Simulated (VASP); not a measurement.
# Rb (P6_3/mmc) in VASP: notebook

Runs on Rb. Level: PBE. Tasks: single point.

All numbers are computed with VASP 6.6.1; they aren't measurements. Logs are shortened: lines on timing, memory, paths and dates and some standing lists are left out, and cuts for length are marked.

**1. The cell of the first run**

Symmetry: P6_3/mmc, No. 194, hexagonal system. The conventional cell has a = 4.205 Å, b = 4.205 Å, c = 15.475 Å, α = 90.00°, β = 90.00°, γ = 120.00°. Within 5.5 Å of Rb (site symmetry -3m) lie 12 Rb at 4.21 to 4.57 Å. Rb (site symmetry -6m2) has 12 Rb at 4.21 to 4.57 Å within 5.5 Å.

This isn't the form of Rb at room conditions, which is bcc.

**2. Single point, PBE (Li replaced by Rb, lengths x 1.431, strained)**

INCAR reads:

```
SYSTEM = Rb
ALGO = Normal
EDIFF = 1E-6
ENCUT = 520
GGA = PE
ISIF = 2
ISMEAR = 0
LASPH = .TRUE.
LCHARG = .FALSE.
LREAL = .FALSE.
LWAVE = .FALSE.
NBANDS = 26
NELM = 100
PREC = Accurate
SIGMA = 0.1
```

KPOINTS reads:

```
k-points
0
G
  6 6 2
  0 0 0
```

POSCAR reads:

```
Rb
1.0
    4.2054228134      0.0000000000      0.0000000000
   -2.1027114067      3.6420029901      0.0000000000
    0.0000000000      0.0000000000     15.4748454095
Rb
4
Direct
    0.0000000000      0.0000000000      0.0000000000
    0.3333333300      0.6666666700      0.2500000000
    0.0000000000      0.0000000000      0.5000000000
    0.6666666700      0.3333333300      0.7500000000
```

Potentials or basis: VASP PAW PBE potentials, release 64 (Rb_sv).

Command:

```bash
> cat potpaw_PBE.64/Rb_sv/POTCAR > POTCAR
> mpirun -np 1 vasp_std > vasp.out
```

OUTCAR:

```text
SYSTEM = Rb
   EDIFF = 1E-6
   ENCUT = 520
   GGA = PE
   ISIF = 2
   ISMEAR = 0
   LASPH = .TRUE.
   LREAL = .FALSE.
   NELM = 100
   PREC = Accurate

 ion  position               nearest neighbor table
   1  0.000  0.000  0.000-   2 4.57   4 4.57   4 4.57   2 4.57   4 4.57   2 4.57
   2  0.333  0.667  0.250-   1 4.57   3 4.57   1 4.57   3 4.57   1 4.57   3 4.57
   3  0.000  0.000  0.500-   2 4.57   4 4.57   4 4.57   2 4.57   4 4.57   2 4.57
   4  0.667  0.333  0.750-   1 4.57   3 4.57   1 4.57   3 4.57   1 4.57   3 4.57

  LATTYP: Found a hexagonal cell.
 ALAT       =     4.2054228134
 C/A-ratio  =     3.6797359258

  Lattice vectors:

 A1 = (   4.2054228134,   0.0000000000,   0.0000000000)
 A2 = (  -2.1027114067,   3.6420029901,   0.0000000000)
 A3 = (   0.0000000000,   0.0000000000,  15.4748454095)

Analysis of symmetry for initial positions (statically):
=====================================================================
 Subroutine PRICEL returns:
 Original cell was already a primitive cell.

 Routine SETGRP: Setting up the symmetry group for a
 hexagonal supercell.

 Subroutine GETGRP returns: Found 24 space group operations
 (whereof 12 operations were pure point group operations)
 out of a pool of 24 trial point group operations.

The static configuration has the point symmetry D_3d.
 The point group associated with its full space group is D_6h.

Analysis of symmetry for dynamics (positions and initial velocities):
=====================================================================
 Subroutine PRICEL returns:
 Original cell was already a primitive cell.

 Routine SETGRP: Setting up the symmetry group for a
 hexagonal supercell.

 Subroutine GETGRP returns: Found 24 space group operations
 (whereof 12 operations were pure point group operations)
 out of a pool of 24 trial point group operations.

The dynamic configuration has the point symmetry D_3d.
 The point group associated with its full space group is D_6h.

 Subroutine INISYM returns: Found 24 space group operations
 (whereof 12 operations are pure point group operations),
 and found     1 'primitive' translations

----------------------------------------------------------------------------------------

                                     Primitive cell

  volume of cell :     237.0152

  direct lattice vectors                    reciprocal lattice vectors
     4.205422813  0.000000000  0.000000000     0.237788219  0.137287092  0.000000000
    -2.102711407  3.642002990  0.000000000     0.000000000  0.274574184  0.000000000
     0.000000000  0.000000000 15.474845410     0.000000000  0.000000000  0.064621001

  length of vectors
     4.205422813  4.205422813 15.474845410     0.274574184  0.274574184  0.064621001

  position of ions in fractional coordinates (direct lattice)
     0.000000000  0.000000000  0.000000000
     0.333333330  0.666666670  0.250000000
     0.000000000  0.000000000  0.500000000
     0.666666670  0.333333330  0.750000000

  ion indices of the primitive-cell ions
   primitive index   ion index
                 1           1
                 2           2
                 3           3
                 4           4

----------------------------------------------------------------------------------------

 KPOINTS: k-points

Automatic generation of k-mesh.
 Grid dimensions read from file:
 generate k-points for:    6    6    2

 Generating k-lattice:

  Cartesian coordinates                     Fractional coordinates (reciprocal lattice)
     0.039631370  0.022881182  0.000000000     0.166666667  0.000000000  0.000000000
     0.000000000  0.045762364  0.000000000     0.000000000  0.166666667  0.000000000
     0.000000000  0.000000000  0.032310500     0.000000000  0.000000000  0.500000000

  Length of vectors
     0.045762364  0.045762364  0.032310500

  Shift w.r.t. Gamma in fractional coordinates (k-lattice)
     0.000000000  0.000000000  0.000000000

 Subroutine IBZKPT returns following result:
 ===========================================

 Found     14 irreducible k-points:

 Following reciprocal coordinates:
            Coordinates               Weight
  0.000000  0.000000  0.000000      1.000000
  0.166667 -0.000000  0.000000      6.000000
  0.333333  0.000000  0.000000      6.000000
  0.500000  0.000000  0.000000      3.000000
  0.166667  0.166667  0.000000      6.000000
  0.333333  0.166667  0.000000     12.000000
  0.333333  0.333333  0.000000      2.000000
  0.000000  0.000000  0.500000      1.000000
  0.166667 -0.000000  0.500000      6.000000
  0.333333  0.000000  0.500000      6.000000
  0.500000  0.000000  0.500000      3.000000
  0.166667  0.166667  0.500000      6.000000
  0.333333  0.166667  0.500000     12.000000
  0.333333  0.333333  0.500000      2.000000
   k-points           NKPTS =     14   k-points in BZ     NKDIM =     14   number of bands    NBANDS=     26
   number of dos      NEDOS =    301   number of ions     NIONS =      4
   total plane-waves  NPLWV = 122880
   dimension x,y,z NGX =    32 NGY =   32 NGZ =  120
   dimension x,y,z NGXF=    64 NGYF=   64 NGZF=  240
   ions per type =               4
   NGX,Y,Z   is equivalent  to a cutoff of  12.65, 12.65, 12.89 a.u.
   NGXF,Y,Z  is equivalent  to a cutoff of  25.30, 25.30, 25.78 a.u.
 SYSTEM =  Rb
   PREC   = accura    normal or accurate (medium, high low for compatibility)
   ISTART =      0    job   : 0-new  1-cont  2-samecut
   ICHARG =      2    charge: 1-file 2-atom 10-const
   ISPIN  =      1    spin polarized calculation?
   LNONCOLLINEAR =      F non collinear calculations
   LSORBIT =      F    spin-orbit coupling
   LASPH  =      T    aspherical Exc in radial PAW
   ENCUT  =  520.0 eV  38.22 Ry    6.18 a.u.   7.82  7.82 28.77*2*pi/ulx,y,z
   NELM   =    100;   NELMIN=  2; NELMDL= -5     # of ELM steps
   EDIFF  = 0.1E-05   stopping-criterion for ELM
   LREAL  =      F    real-space projection
   EDIFFG = 0.1E-04   stopping-criterion for IOM
   NSW    =      0    number of steps for IOM
   IBRION =     -1    ionic relax: 0-MD 1-quasi-New 2-CG
   NFREE  =      0    steps in history (QN), initial steepest desc. (CG)
   ISIF   =      2    stress and relaxation
   ISYM   =      2    0-nonsym 1-usesym 2-fastsym
   POTIM  = 0.5000    time-step for ionic-motion
   TEBEG  =    0.0;   TEEND  =   0.0 temperature during run
   PSTRESS=    0.0 pullay stress
   NELECT =      36.0000    total number of electrons
   NUPDOWN=      -1.0000    fix difference up-down
   EMIN   =  10.00;   EMAX   =-10.00  energy-range for DOS
   EFERMI =   0.00;   METHOD = LEGACY
   ISMEAR =     0;   SIGMA  =   0.10  broadening in eV -4-tet -1-fermi 0-gaus
   EFERMI_NEDOS =   21; number of points for ismear=-14 and -15
   IALGO  =     38    algorithm
   IMIX   =      4    mixing-type and parameters
     AMIX     =   0.40;   BMIX     =  1.00
     AMIX_MAG =   1.60;   BMIX_MAG =  1.00
  volume/ion in A,a.u.               =      59.25       399.86
  Fermi-wavevector in a.u.,A,eV,Ry     =   0.873475  1.650627 10.380670  0.762958
  Thomas-Fermi vector in A             =   1.992870
   LORBIT       =      0    0 simple, 1 ext, 2 COOP (PROOUT), +10 PAW based schemes
   GGA     = PE    functional components
   LHFCALC =     F    Hartree Fock is set to
   AEXX    =    0.0000 exact exchange contribution
   IVDW    =     0    specifies the selected vdW correction
   LEPSILON=     F    determine dielectric tensor
   LRPA    =     F    only Hartree local field effects (RPA)
 non-spin polarized calculation
 Gauss-broadening in eV      SIGMA  =   0.10
  energy-cutoff  :      520.00
  volume of cell :      237.02
 maximum number of plane-waves:      6414
 NGX is ok and might be reduce to    32
   NGX = 15   NGY = 15   NGZ = 57

 number of electron      36.0000000 magnetization

 Free energy of the ion-electron system (eV)
  ---------------------------------------------------
  ext. energy  EPLUGINS =         0.00000000
  ---------------------------------------------------
  free energy    TOTEN  =        -2.86306637 eV

  energy without entropy =       -2.82774491  energy(sigma->0) =       -2.84540564

 E-fermi :   1.3094     XC(G=0):  -6.6219

 val. band max:        1.3078631085   @ k =   0.1667   0.1667   0.5000
 cond. band min:       1.3336470675   @ k =   0.5000   0.0000   0.0000
 fundamental gap:      0.0257839590
 Fermi energy:         1.3094290308

 k-point     1 :       0.0000    0.0000    0.0000
  band No.  band energies     occupation
      1     -27.6093      2.00000
      2     -27.6029      2.00000
      3     -27.5993      2.00000
      4     -27.5929      2.00000
      5     -11.8654      2.00000
      6     -11.7262      2.00000
[... 18 lines left out ...]
     25       5.2011      0.00000
     26       5.2071      0.00000

 k-point     2 :       0.1667   -0.0000    0.0000
  band No.  band energies     occupation
      1     -27.6009      2.00000
      2     -27.5954      2.00000
      3     -27.5917      2.00000
      4     -27.5863      2.00000
      5     -11.8313      2.00000
      6     -11.7254      2.00000
[... 18 lines left out ...]
     25       4.3778      0.00000
     26       4.4439      0.00000

 k-point     3 :       0.3333    0.0000    0.0000
  band No.  band energies     occupation
      1     -27.5834      2.00000
      2     -27.5803      2.00000
      3     -27.5766      2.00000
      4     -27.5735      2.00000
      5     -11.8713      2.00000
      6     -11.8653      2.00000
[... 282 lines left out ...]
 k-point    13 :       0.3333    0.1667    0.5000
  band No.  band energies     occupation
      1     -27.5735      2.00000
      2     -27.5735      2.00000
      3     -27.5683      2.00000
      4     -27.5683      2.00000
      5     -11.9090      2.00000
      6     -11.9090      2.00000
[... 18 lines left out ...]
     25       3.4333      0.00000
     26       3.4333      0.00000

 k-point    14 :       0.3333    0.3333    0.5000
  band No.  band energies     occupation
      1     -27.5689      2.00000
      2     -27.5689      2.00000
      3     -27.5653      2.00000
      4     -27.5653      2.00000
      5     -11.8490      2.00000
      6     -11.8490      2.00000
[... 18 lines left out ...]
     25       3.2577      0.00000
     26       3.2697      0.00000

------------------------ aborting loop because EDIFF is reached ----------------------------------------

  FORCE on cell =-STRESS in cart. coord.  units (eV):
  Direction    XX          YY          ZZ          XY          YZ          ZX
  --------------------------------------------------------------------------------------
  -------------------------------------------------------------------------------------
  Total        4.8413371      4.8413371      2.5350276     -0.0000000     -0.0000000     -0.0000000
  in kB       32.7265048     32.7265048     17.1362975     -0.0000000     -0.0000000     -0.0000000
  external PRESSURE =      27.5297690 kB  Pullay stress =       0.0000000 kB

 VOLUME and BASIS-vectors are now :
 -----------------------------------------------------------------------------
  energy-cutoff  :      520.00
  volume of cell :      237.02
      direct lattice vectors                 reciprocal lattice vectors
     4.205422813  0.000000000  0.000000000     0.237788219  0.137287092  0.000000000
    -2.102711407  3.642002990  0.000000000     0.000000000  0.274574184  0.000000000
     0.000000000  0.000000000 15.474845410     0.000000000  0.000000000  0.064621001

 POSITION                                       TOTAL-FORCE (eV/Angst)
 -----------------------------------------------------------------------------------
      0.00000      0.00000      0.00000        -0.000000      0.000000     -0.000000
     -0.00000      2.42800      3.86871         0.000000     -0.000000      0.000000
      0.00000      0.00000      7.73742        -0.000000      0.000000     -0.000000
      2.10271      1.21400     11.60613        -0.000000      0.000000      0.000000
 -----------------------------------------------------------------------------------
    total drift:                                0.000000     -0.000000      0.000000

  FREE ENERGIE OF THE ION-ELECTRON SYSTEM (eV)
  ---------------------------------------------------
  free  energy   TOTEN  =        -2.8630663719 eV

  energy  without entropy=       -2.8277449077  energy(sigma->0) =       -2.84540564
```

Wall time 1.8 min (1 thread of Intel Xeon 8259CL, shared host); peak memory 0.34 GiB.

Results:

- Free energy: -2.8631 eV
- Pressure: 2.8 GPa
- Band gap on the k mesh: zero (bands 18 and 19 overlap by 2.85 eV)

Stress tensor (GPa, compression positive):
```
3.27 0.00 0.00
0.00 3.27 0.00
0.00 0.00 1.71
```

Levels at points of the mesh, in eV from the Fermi level:
```csv
k point,band 15,band 16,band 17,band 18,band 19,band 20,band 21,band 22
"(0.00, 0.00, 0.00)",-12.83,-12.83,-2.65,-1.81,-1.81,-0.32,0.55,1.95
"(0.50, 0.00, 0.00)",-12.91,-12.91,0.02,0.13,0.36,0.39,1.01,1.16
"(0.00, 0.00, 0.50)",-12.84,-12.84,-2.42,-2.42,-0.96,-0.96,1.14,1.14
"(0.50, 0.00, 0.50)",-12.92,-12.92,0.12,0.12,0.31,0.31,1.10,1.10
```

Caveat: the cell differs from its parent crystal (Li replaced by Rb, lengths x 1.431, strained).

**3. Single point, PBE (Li replaced by Rb, lengths x 1.431, strained)**

INCAR reads:

```
SYSTEM = Rb
PREC = Accurate
ENCUT = 520
EDIFF = 1E-6
ISMEAR = 0
SIGMA = 0.1
LREAL = .FALSE.
LASPH = .TRUE.
NELM = 60
ALGO = Fast
ISIF = 2
LWAVE = .FALSE.
LCHARG = .TRUE.
GGA = PE
LELF = .TRUE.
LVHAR = .TRUE.
NBANDS = 26
```

KPOINTS reads:

```
regular mesh
0
G
  12 12 4
  0 0 0
```

POSCAR is that of step 2.

Potentials or basis: VASP PAW PBE potentials, release 64 (Rb_sv).

Command:

```bash
> cat potpaw_PBE.64/Rb_sv/POTCAR > POTCAR
> mpirun -np 1 vasp_std > vasp.out
```

Wall time 10 min (1 thread of Intel Xeon 8259CL, shared host); peak memory 0.49 GiB.

Results (log left out):

```
Free energy            : -2.9209 eV
Pressure               : 2.7 GPa
Band gap on the k mesh : zero (bands 18 and 19 overlap by 2.85 eV)
```

Stress tensor (GPa, compression positive):
```
3.13 0.00 0.00
0.00 3.13 0.00
0.00 0.00 1.84
```

Levels at points of the mesh, in eV from the Fermi level:
| k point | band 15 | band 16 | band 17 | band 18 | band 19 | band 20 | band 21 | band 22 |
| --- | --- | --- | --- | --- | --- | --- | --- | --- |
| (0.00, 0.00, 0.00) | -12.80 | -12.80 | -2.61 | -1.78 | -1.77 | -0.29 | 0.58 | 1.99 |
| (0.50, 0.00, 0.00) | -12.88 | -12.88 | 0.06 | 0.17 | 0.39 | 0.42 | 1.04 | 1.19 |
| (0.00, 0.00, 0.50) | -12.80 | -12.80 | -2.39 | -2.39 | -0.93 | -0.93 | 1.17 | 1.17 |
| (0.50, 0.00, 0.50) | -12.89 | -12.89 | 0.15 | 0.15 | 0.34 | 0.34 | 1.13 | 1.13 |

Caveat: the cell differs from its parent crystal (Li replaced by Rb, lengths x 1.431, strained).

The gap in the log of VASP goes by the Fermi energy; the results here count the filled bands.